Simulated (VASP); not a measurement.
A run of VASP 6.6.1:

The input INCAR:

```
PREC = Accurate
ENCUT = 520
EDIFF = 1E-6
ISMEAR = 0
SIGMA = 0.15
LREAL = F
LASPH = T
NELM = 80
ALGO = Normal
ISIF = 2
LWAVE = F
LCHARG = F
GGA = PS
NBANDS = 15
```

File KPOINTS:

```
regular mesh
0
Gamma
  18 18 18
```

The input POSCAR:

```
ZrC
1.0
    0.0000000000      2.2797037000      2.3502100000
    2.2797037000      0.0000000000      2.3502100000
    2.2797037000      2.2797037000      0.0000000000
Zr C
1 1
Direct
    0.5000000000      0.5000000000      0.5000000000
    0.0000000000      0.0000000000      0.0000000000
```

Potentials or basis: VASP PAW PBE potentials, release 64 (Zr_sv, C).

Command:

```bash
$ cat potpaw_PBE.64/Zr_sv/POTCAR potpaw_PBE.64/C/POTCAR > POTCAR
$ mpirun -np 1 vasp_std > vasp.out
```

Hardware: 1 thread of Intel(R) Xeon(R) 6975P-C (Granite Rapids), on a shared host.

Q: How long does it take, and how much memory?

A: Run time: 44 s on 1 thread of Intel(R) Xeon(R) 6975P-C (Granite Rapids), on a shared host, peak memory 0.28 GiB. Counts: scf iterations 13, k points 480.
